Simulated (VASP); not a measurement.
A run of VASP 6.6.1:

The input INCAR:

```
ALGO = Normal ; EDIFF = 1E-7
ENCUT = 520 ; GGA = PS
ISIF = 2 ; ISMEAR = 0
ISPIN = 2 ; LASPH = True
LCHARG = False ; LDAU = True
LDAUJ = 0 0 0 ; LDAUL = -1 2 -1
LDAUPRINT = 1 ; LDAUTYPE = 2
LDAUU = 0 3 0 ; LMAXMIX = 4
LORBIT = 11 ; LREAL = False
LWAVE = False ; MAGMOM = 0.01 0.01 2.92 2.92 0.03 0.03 0.03 0.03 0.03 0.03
NBANDS = 58 ; NELM = 150
NUPDOWN = 6.6 ; PREC = Accurate
SIGMA = 0.05
```

Contents of KPOINTS:

```
k-points
0
Gamma
  3 3 3
```

Contents of POSCAR:

```
CsVBr3
1.0
    7.5699989100      0.0000000000      0.0000000000
   -3.7849994500      6.5558113600      0.0000000000
    0.0000000000      0.0000000000      6.3199999200
Cs V Br
2 2 6
Direct
    0.3333333333      0.6666666667      0.7500000000
    0.6666666667      0.3333333333      0.2500000000
    0.0000000000      0.0000000000      0.0000000000
    0.0000000000      0.0000000000      0.5000000000
    0.1600000000      0.3200000000      0.2500000000
    0.8400000000      0.1600000000      0.7500000000
    0.6800000000      0.8400000000      0.2500000000
    0.8400000000      0.6800000000      0.7500000000
    0.1600000000      0.8400000000      0.2500000000
    0.3200000000      0.1600000000      0.7500000000
```

Potentials or basis: VASP PAW PBE potentials, release 64 (Cs_sv, V_sv, Br).

Launch:

```sh
$ cat potpaw_PBE.64/Cs_sv/POTCAR potpaw_PBE.64/V_sv/POTCAR potpaw_PBE.64/Br/POTCAR > POTCAR
$ mpirun -np 1 vasp_std > vasp.out
```

Hardware: 1 thread of AMD EPYC 9R14 (Zen 4), with other jobs on the host.

How long does it take, and how much memory?

Run time: 3.7 min on 1 thread of AMD EPYC 9R14 (Zen 4) (shared host), peak memory 0.56 GiB. Counts: scf iterations 18, k points 6.
